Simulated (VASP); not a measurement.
A run of VASP 6.6.1:

Contents of INCAR:

```
SYSTEM = H6C2O
  PREC = Accurate
  ENCUT = 520
  EDIFF = 1E-7
  ISMEAR = -1
  SIGMA = 0.02
  LREAL = Auto
  LASPH = .TRUE.
  NELM = 60
  ALGO = Normal
  ISIF = 2
  LWAVE = .FALSE.
  LCHARG = .FALSE.
  GGA = PE
  IVDW = 12
  IBRION = 2
  NSW = 35
  EDIFFG = -0.3
```

KPOINTS

```
regular mesh
0
G
  1 1 1
  0 0 0
```

The input POSCAR:

```
H6C2O
1.0
    7.5290720000      0.0000000000      0.0000000000
    0.0000000000      7.5290720000      0.0000000000
    0.0000000000      0.0000000000      7.5290720000
C O H
8 4 24
Direct
    0.2859353000      0.5080895000      0.5186601000
    0.4069433000      0.5590883000      0.6705878000
    0.9404521000      0.6174090000      0.2976613000
    0.8074604000      0.7603898000      0.2508047000
   -0.0348352000      0.7426362000      0.7762864000
    0.1005957000      0.7793716000      0.9199346000
    0.6961223000      0.1074734000      0.2200734000
    0.5758586000      0.2679819000      0.2100995000
    0.5423235000      0.4268710000      0.6808401000
    0.6368090000      0.6781591000      0.2452787000
    0.0926531000      0.9648640000      0.9579322000
    0.4011797000      0.2045518000      0.1729752000
    0.6207761000      0.4586027000      0.7782146000
    0.4646039000      0.6910996000      0.6468012000
    0.3310983000      0.5659043000      0.7951615000
    0.1786866000      0.6048602000      0.5038107000
    0.3612994000      0.5024925000      0.3949043000
    0.2279522000      0.3774458000      0.5430887000
    0.5504331000      0.7691527000      0.2152304000
    0.8108758000      0.8668890000      0.3506233000
    0.8409523000      0.8198535000      0.1217315000
    1.0747219000      0.6723510000      0.3040143000
    0.9075884000      0.5593142000      0.4263919000
    0.9376293000      0.5123345000      0.1977715000
    0.1793342000      0.9896968000      1.0501994000
    0.0703484000      0.7003712000      1.0389370000
    0.2339067000      0.7410958000      0.8743204000
   -0.0352597000      0.6017705000      0.7410158000
   -0.1672666000      0.7796985000      0.8222743000
   -0.0039024000      0.8203748000      0.6578531000
    0.3229271000      0.3069034000      0.1663260000
    0.5790768000      0.3411420000      0.3364117000
    0.6217733000      0.3587770000      0.1053827000
    0.8328133000      0.1474874000      0.2483897000
    0.6509423000      0.0180336000      0.3248870000
    0.6935882000      0.0356478000      0.0941320000
```

Potentials or basis: VASP PAW PBE potentials, release 64 (C, O, H).

The run is started by

```bash
$ cat potpaw_PBE.64/C/POTCAR potpaw_PBE.64/O/POTCAR potpaw_PBE.64/H/POTCAR > POTCAR
$ mpirun -np 1 vasp_gam > vasp.out
```

Hardware: 1 thread of Intel(R) Xeon(R) Platinum 8488C (Sapphire Rapids) (shared host).

Problem. How long does it take, and how much memory?

Solution. Wall time 9.8 min on 1 thread of Intel(R) Xeon(R) Platinum 8488C (Sapphire Rapids) (shared host), peak memory 0.45 GiB. Counts: scf iterations 225, k points 1, ion steps 21.
